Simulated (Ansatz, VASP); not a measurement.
## One calculation of H2Rh, two programs

```
CELL_PARAMETERS angstrom
-1.40727 1.40727 2.52283
1.40727 -1.40727 2.52283
1.40727 1.40727 -2.52283
ATOMIC_POSITIONS crystal
H 0.64488 0.64488 0.00000
H 0.35512 0.35512 0.00000
Rh 0.00000 0.00000 0.00000
```

Alike in both runs: functional PBE; k mesh 22 × 22 × 22; occupations gaussian, width 0.1 eV; no spin polarisation.

Ansatz relaxed the structure, and its values are those at the end. VASP's run is a single point on that final structure, the one shown.

|  | VASP | Ansatz |
| --- | --- | --- |
| version | VASP 6.6.1 | Ansatz 0.2.0 |
| potentials or method | VASP PAW PBE potentials, release 64 (H, Rh_pv), cutoff 520 eV | scalar-relativistic, plane waves, PAW |
| valence electrons in the cell | 17 | 19 |

|  | VASP | Ansatz | Ansatz less VASP |
| --- | --- | --- | --- |
| gap on the k mesh at the Fermi level (eV) | none | none | - |
| pressure (GPa) | -0.1 | 0.0 | +0.09 |

A gap of «none» marks a metal or a gap that the smearing closes. VASP's potentials hold 17 valence electrons a cell and Ansatz's 19, so a difference there can come from the potentials and not from the codes.
